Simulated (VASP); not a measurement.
# Mg8O9 (a cell with a defect) in VASP: single point with PBE+D3(BJ)

Aim: the single point of Mg8O9 (a cell with a defect) with PBE+D3(BJ).

Everything below comes from runs of VASP 6.6.1. Logs are shortened: lines on timing, memory, paths and dates and some standing lists are left out, and cuts for length are marked.

## Step 1: The cell of the first run

The cell holds a defect, 17 atoms: a = 6.085 Å, b = 6.085 Å, c = 6.085 Å, α = 60.00°, β = 60.00°, γ = 60.00°.

## Step 2: Single point, PBE+D3(BJ), collinear spin

INCAR reads:

```
SYSTEM = Mg8O9
  PREC = Accurate
  ENCUT = 520
  EDIFF = 1E-7
  ISMEAR = 0
  SIGMA = 0.05
  LREAL = Auto
  LASPH = .TRUE.
  NELM = 150
  ALGO = Normal
  ISIF = 2
  LWAVE = .FALSE.
  LCHARG = .FALSE.
  ISPIN = 2
  MAGMOM = 0 0 0 0 0 0 0 0 0 0 0 0 0 0 0 0 1
  LORBIT = 11
  GGA = PE
  IVDW = 12
  NBANDS = 53
```

KPOINTS reads:

```
regular mesh
0
G
  3 3 3
  0 0 0
```

POSCAR reads:

```
Mg8O9
1.0
    0.0000000000      4.3030000000      4.3030000000
    4.3030000000      0.0000000000      4.3030000000
    4.3030000000      4.3030000000      0.0000000000
Mg O
8 9
Direct
    0.0172010407      0.0174390737     -0.0023745329
    0.0041310762      0.0046399678      0.5045783208
    0.0168172520      0.4964995802     -0.0035988480
    0.0172190714      0.4975541862      0.5174880050
    0.4965098060      0.0165272935     -0.0032488142
    0.4968579981      0.0176834468      0.5176955666
    0.5095575498      0.5095061942      0.0095103794
    0.4965080066      0.4968155123      0.5164405375
    0.2569031945      0.2571113704      0.2569989124
    0.2568096551      0.2571535729      0.7571174376
    0.2568433839      0.7570823919      0.2570326794
    0.2569217833      0.7570816285      0.7570246732
    0.7568687427      0.2570902729      0.2570648919
    0.7570135201      0.2569833009      0.7570039030
    0.7096881191      0.7090869086      0.2089866325
    0.7568992746      0.7570254289      0.7571090009
    0.8042346259      0.8050279703      0.3051580549
```

Potentials or basis: VASP PAW PBE potentials, release 64 (Mg, O).

Command:

```
$ cat potpaw_PBE.64/Mg/POTCAR potpaw_PBE.64/O/POTCAR > POTCAR
$ mpirun -np 1 vasp_std > vasp.out
```

OUTCAR:

```text
SYSTEM = Mg8O9
   PREC = Accurate
   ENCUT = 520
   EDIFF = 1E-7
   ISMEAR = 0
   LREAL = Auto
   LASPH = .TRUE.
   NELM = 150
   ISIF = 2
   ISPIN = 2
   LORBIT = 11
   GGA = PE
   IVDW = 12
 IVDW          = 12

 ion  position               nearest neighbor table
   1  0.017  0.017  0.998-  17 1.92  10 2.06  11 2.15  13 2.15  14 2.16  12 2.16  15 2.71   3 2.91
                             5 2.91   6 2.92   4 2.92   2 3.01   7 3.04   7 3.04   2 3.08   4 3.16
   2  0.004  0.005  0.505-  13 2.13  16 2.13  11 2.13  14 2.17  12 2.17   9 2.17   1 3.01   4 3.01
                             6 3.01   5 3.04   8 3.04   3 3.04   3 3.04   8 3.04   5 3.04   6 3.08
   3  0.017  0.496  0.996-  15 1.92  10 2.06  16 2.15  13 2.15   9 2.16  12 2.16  17 2.72   4 2.91
                             1 2.91   8 2.92   5 2.92   7 3.01   2 3.04   2 3.04   7 3.08   5 3.17
   4  0.017  0.498  0.517-  17 1.92  10 2.06  16 2.15  11 2.15  14 2.16   9 2.16  15 2.72   3 2.91
                             8 2.91   6 2.92   1 2.92   2 3.01   7 3.04   7 3.04   2 3.08   1 3.16
   5  0.497  0.017  0.997-  15 1.92  10 2.06  11 2.15  16 2.15   9 2.16  14 2.16  17 2.72   6 2.91
                             1 2.91   3 2.92   8 2.92   7 3.01   2 3.04   2 3.04   7 3.08   8 3.16
   6  0.497  0.018  0.518-  17 1.92  10 2.06  13 2.15  16 2.15  12 2.16   9 2.16  15 2.72   5 2.91
                             8 2.91   4 2.92   1 2.92   2 3.01   7 3.04   7 3.04   2 3.08   1 3.17
   7  0.510  0.510  0.010-  16 2.13  13 2.13  11 2.13  14 2.17   9 2.17  12 2.17   8 3.01   5 3.01
                             3 3.01   4 3.04   1 3.04   6 3.04   6 3.04   1 3.04   4 3.04   3 3.08
   8  0.497  0.497  0.516-  15 1.92  10 2.06  11 2.15  13 2.15  12 2.16  14 2.16  17 2.71   6 2.91
                             4 2.91   3 2.92   5 2.92   7 3.01   2 3.04   2 3.04   7 3.08   5 3.16
   9  0.257  0.257  0.257-   6 2.16   3 2.16   5 2.16   4 2.16   7 2.17   2 2.17
  10  0.257  0.257  0.757-   3 2.06   6 2.06   4 2.06   1 2.06   5 2.06   8 2.06
  11  0.257  0.757  0.257-   7 2.13   2 2.13   1 2.15   8 2.15   5 2.15   4 2.15
  12  0.257  0.757  0.757-   6 2.16   3 2.16   8 2.16   1 2.16   7 2.17   2 2.17
  13  0.757  0.257  0.257-   2 2.13   7 2.13   1 2.15   8 2.15   3 2.15   6 2.15
  14  0.757  0.257  0.757-   4 2.16   1 2.16   5 2.16   8 2.16   2 2.17   7 2.17
  15  0.710  0.709  0.209-  17 1.42   3 1.92   5 1.92   8 1.92   1 2.71   4 2.72   6 2.72
  16  0.757  0.757  0.757-   2 2.13   7 2.13   4 2.15   5 2.15   3 2.15   6 2.15
  17  0.804  0.805  0.305-  15 1.42   6 1.92   4 1.92   1 1.92   8 2.71   5 2.72   3 2.72

  LATTYP: Found a face centered cubic cell.
 ALAT       =     8.6060000000

  Lattice vectors:

 A1 = (   0.0000000000,   4.3030000000,   4.3030000000)
 A2 = (   4.3030000000,   0.0000000000,   4.3030000000)
 A3 = (   4.3030000000,   4.3030000000,   0.0000000000)

Analysis of symmetry for initial positions (statically):
=====================================================================
 Subroutine PRICEL returns:
 Original cell was already a primitive cell.

 Routine SETGRP: Setting up the symmetry group for a
 face centered cubic supercell.

 Subroutine GETGRP returns: Found  1 space group operations
 (whereof  1 operations were pure point group operations)
[... 209 lines left out ...]
 k-point     1 :       0.0000    0.0000    0.0000
  band No.  band energies     occupation
      1     -18.1443      1.00000
      2     -14.1524      1.00000
      3     -13.1683      1.00000
      4     -12.6729      1.00000
      5     -12.6726      1.00000
      6     -12.5266      1.00000
[... 689 lines left out ...]
     46      14.1097      0.00000
     47      14.3056      0.00000
 Fermi energy:         4.3547701575

 spin component 2

 k-point     1 :       0.0000    0.0000    0.0000
  band No.  band energies     occupation
      1     -18.1443      1.00000
      2     -14.1524      1.00000
      3     -13.1683      1.00000
      4     -12.6729      1.00000
      5     -12.6726      1.00000
      6     -12.5266      1.00000
[... 689 lines left out ...]
     46      14.1097      0.00000
     47      14.3056      0.00000
 [bands above 47 left out]

------------------------ aborting loop because EDIFF is reached ----------------------------------------

 Edisp (eV)   -4.65379

 E8    (eV) :    -1.8011

  FORCE on cell =-STRESS in cart. coord.  units (eV):
  Direction    XX          YY          ZZ          XY          YZ          ZX
  --------------------------------------------------------------------------------------
  -------------------------------------------------------------------------------------
  Total       3.63248     3.55442     3.54076     3.55197     3.55992     3.55198
  in kB      36.52326    35.73841    35.60106    35.71376    35.79376    35.71387
  external pressure =       35.95 kB  Pullay stress =        0.00 kB

 VOLUME and BASIS-vectors are now :
 -----------------------------------------------------------------------------
  energy-cutoff  :      520.00
  volume of cell :      159.35
      direct lattice vectors                 reciprocal lattice vectors
     0.000000000  4.303000000  4.303000000    -0.116198001  0.116198001  0.116198001
     4.303000000  0.000000000  4.303000000     0.116198001 -0.116198001  0.116198001
     4.303000000  4.303000000  0.000000000     0.116198001  0.116198001 -0.116198001

 POSITION                                       TOTAL-FORCE (eV/Angst)
 -----------------------------------------------------------------------------------
      4.36782      4.36680      0.14906         0.007820      0.008717     -0.013655
      2.19117      2.18898      0.03774        -0.004716     -0.000318     -0.001126
      6.42395      4.35988      2.20880         0.015347     -0.008079     -0.009582
      4.36773      2.30084      2.21507         0.007463     -0.013871      0.009011
      4.36014      6.42550      2.20760        -0.010437      0.009177     -0.007528
      2.30374      4.36562      2.21407        -0.017478      0.011832      0.012139
[... 9 lines left out ...]
      6.51532      6.51478      6.51442         0.001078     -0.002732      0.000523
      4.77713      4.77372      6.92466         0.145910      0.139934      0.142363
 -----------------------------------------------------------------------------------
    total drift:                               -0.006472     -0.003722     -0.004261

  FREE ENERGIE OF THE ION-ELECTRON SYSTEM (eV)
  ---------------------------------------------------
  free  energy   TOTEN  =      -102.0772837993 eV

  energy  without entropy=     -102.0772837993  energy(sigma->0) =     -102.07728380

 total charge

# of ion       s       p       d       tot
------------------------------------------
    1        0.153   0.185   0.083   0.421
    2        0.141   0.161   0.068   0.370
    3        0.153   0.185   0.083   0.421
    4        0.153   0.185   0.083   0.421
    5        0.153   0.185   0.083   0.420
    6        0.153   0.185   0.083   0.421
[... 9 lines left out ...]
   16        1.543   3.538   0.000   5.082
   17        1.586   3.535   0.000   5.121
--------------------------------------------------
tot         15.166  33.257   0.635  49.058

 magnetization (x)

# of ion       s       p       d       tot
------------------------------------------
    1        0.000  -0.000  -0.000  -0.000
    2       -0.000  -0.000  -0.000  -0.000
    3       -0.000   0.000   0.000   0.000
    4        0.000  -0.000  -0.000  -0.000
    5       -0.000   0.000   0.000   0.000
    6        0.000  -0.000  -0.000  -0.000
[... 9 lines left out ...]
   16       -0.000  -0.000   0.000  -0.000
   17        0.000   0.000   0.000   0.000
--------------------------------------------------
tot          0.000  -0.000  -0.000  -0.000
```

stdout:

```text
POSCAR found type information on POSCAR MgO
 POSCAR found :  2 types and      17 ions
 scaLAPACK will be used
 LDA part: xc-table for (Slater+PW92), standard interpolation
 POSCAR, INCAR and KPOINTS ok, starting setup
 FFT: planning ... GRIDC
 FFT: planning ... GRID_SOFT
 FFT: planning ... GRID
 WAVECAR not read
 entering main loop
```

It took 11 min on 1 thread of AMD EPYC 7R13 (Zen 3), shared host; peak memory 0.46 GiB.

Results:

| Property | Result |
| --- | --- |
| Free energy | -102.0773 eV |
| Pressure | 3.6 GPa |
| Largest force | 0.252 eV/Å |
| Band gap on the k mesh | 3.37 eV |
| Net moment | 0.00 μB per cell |
| Valence electrons inside the program's atomic spheres | Mg 0.42, 0.37; O 5.06, 5.13, 5.08, 5.12 |
| Dispersion energy per atom | -0.274 eV |

Forces in eV/Å, atoms in the order of the input:
```
Mg   0.008  0.009 -0.014
Mg  -0.005  0.000 -0.001
Mg   0.015 -0.008 -0.010
Mg   0.007 -0.014  0.009
Mg  -0.010  0.009 -0.008
Mg  -0.017  0.012  0.012
Mg   0.007  0.002  0.003
Mg  -0.010 -0.007  0.010
O    0.000  0.003 -0.001
O   -0.008  0.003  0.001
O    0.001  0.006  0.005
O    0.000  0.000  0.001
O    0.001 -0.001 -0.001
O    0.005 -0.002 -0.001
O   -0.140 -0.148 -0.149
O    0.001 -0.003  0.001
O    0.146  0.140  0.142
```

Levels at points of the mesh, in eV from the valence-band top:
Spin up:
| k point | band 32 | band 33 | band 34 | band 35 | band 36 | band 37 | band 38 | band 39 |
| --- | --- | --- | --- | --- | --- | --- | --- | --- |
| (0.00, 0.00, 0.00) | -1.31 | -1.05 | -0.90 | -0.89 | 3.37 | 5.78 | 6.22 | 6.48 |
Spin down:
| k point | band 33 | band 34 | band 35 | band 36 | band 37 | band 38 |
| --- | --- | --- | --- | --- | --- | --- |
| (0.00, 0.00, 0.00) | -1.05 | -0.90 | -0.89 | 3.37 | 5.78 | 6.22 |

Caveat: the k points lie up to 0.42 Å⁻¹ apart.
